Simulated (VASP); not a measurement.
A run of VASP 6.6.1:

INCAR

```
PREC = Accurate ; ENCUT = 520
EDIFF = 1E-6 ; ISMEAR = 0
SIGMA = 0.1 ; LREAL = False
LASPH = True ; NELM = 150
ALGO = Normal ; ISIF = 2
LWAVE = False ; LCHARG = False
ISPIN = 2 ; MAGMOM = 0 0 2 2 2
LORBIT = 11 ; LMAXMIX = 4
GGA = PE ; NBANDS = 33
```

KPOINTS

```
regular mesh
0
Gamma
  10 10 10
```

File POSCAR:

```
Co3AuC
1.0
    3.8416806355      0.0000000000      0.0000000000
    0.0000000000      3.8416806355      0.0000000000
    0.0000000000      0.0000000000      3.8416806355
Au C Co
1 1 3
Direct
    0.0000000000      0.0000000000      0.0000000000
    0.5000000000      0.5000000000      0.5000000000
    0.5000000000      0.5000000000      0.0000000000
    0.5000000000      0.0000000000      0.5000000000
    0.0000000000      0.5000000000      0.5000000000
```

Potentials or basis: VASP PAW PBE potentials, release 64 (Au, C, Co).

Run with:

```bash
$ cat potpaw_PBE.64/Au/POTCAR potpaw_PBE.64/C/POTCAR potpaw_PBE.64/Co/POTCAR > POTCAR
$ mpirun -np 1 vasp_std > vasp.out
```

Hardware: 1 thread of AMD EPYC 9R45 96-Core Processor (Zen 5), with other jobs on the host.

Q: How long does it take, and how much memory?

A: It took 88 s on 1 thread of AMD EPYC 9R45 96-Core Processor (Zen 5) (shared host), peak memory 0.28 GiB. Counts: scf iterations 16, k points 56.
